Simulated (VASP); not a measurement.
Input of a VASP 6.6.1 run:

Contents of INCAR:

```
SYSTEM = ZnS
PREC = Accurate ; ENCUT = 520
EDIFF = 1E-6 ; ISMEAR = 0
SIGMA = 0.05 ; LREAL = .False.
LASPH = .True. ; NELM = 60
ALGO = Normal ; ISIF = 2
LWAVE = .False. ; LCHARG = .False.
GGA = PE ; NBANDS = 26
```

Contents of KPOINTS:

```
Automatic mesh
0
Gamma
  9 9 4
  0 0 0
```

POSCAR

```
ZnS
1.0
    3.6187887550      0.0000000000      0.0000000000
   -1.8093943775      3.1339629928      0.0000000000
    0.0000000000      0.0000000000      7.1185193600
Zn S
2 2
Direct
    0.3333333333      0.6666666667      0.0052003725
    0.6666666667      0.3333333333      0.5052003725
    0.3333333333      0.6666666667      0.4062443104
    0.6666666667      0.3333333333      0.9062443104
```

Potentials or basis: VASP PAW PBE potentials, release 64 (Zn, S).

Launch:

```sh
$ cat potpaw_PBE.64/Zn/POTCAR potpaw_PBE.64/S/POTCAR > POTCAR
$ mpirun -np 1 vasp_std > vasp.out
```

**Question.** What does it give for the largest force?

**Answer.** 0.764 eV/Å.

**Question.** What does it give for the pressure?

**Answer.** 8.1 GPa.

**Question.** Estimate the band gap on the k mesh.

**Answer.** 1.81 eV, direct.

Forces on the atoms (eV/Å):
```
Zn   0.000  0.000  0.764
Zn   0.000  0.000  0.764
S    0.000  0.000 -0.764
S    0.000  0.000 -0.764
```

 A k mesh can miss the band edges.
